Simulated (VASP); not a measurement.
**LuNb2Br3: single point with PBE**

Crystal: LuNb2Br3.

```
Lu Nb Br
1.0
     6.08628    0.00000    0.00000
    -3.04314    5.27087    0.00000
     0.00000    0.00000    4.33248
Lu Nb Br
1 2 3
Direct
  0.00000 0.00000 0.00000
  0.66667 0.33333 0.00000
  0.33333 0.66667 0.00000
  0.50000 0.50000 0.50000
  0.50000 0.00000 0.50000
  0.00000 0.50000 0.50000
```

* Program: VASP 6.6.1
* Task: single point
* Functional: PBE
* Potentials or basis: VASP PAW PBE potentials, release 64 (Lu, Nb_sv, Br)
* Cutoff: 520 eV
* k mesh: 9 × 9 × 10
* Occupations: gaussian, width 0.1 eV
* Spin: no spin polarisation

| Property | Result |
| --- | --- |
| Pressure | 0.0 GPa |
| Band gap on the k mesh | zero (band 36 reaches 7.12 eV, above the bottom of band 37 at 6.35 eV) |

Levels at points of the mesh, in eV from the Fermi level:
| k point | band 34 | band 35 | band 36 | band 37 | band 38 | band 39 |
| --- | --- | --- | --- | --- | --- | --- |
| (0.00, 0.00, 0.00) | -0.78 | -0.78 | -0.47 | -0.47 | 0.49 | 0.49 |
| (0.00, 0.00, 0.50) | -1.27 | -0.59 | 0.26 | 0.26 | 0.38 | 0.38 |

Wall time 5.9 min on 1 thread of Intel(R) Xeon(R) Platinum 8488C (Sapphire Rapids) (shared host), peak memory 0.55 GiB.

Caveat: spin-orbit coupling is left out, which moves the levels of the heavy elements.
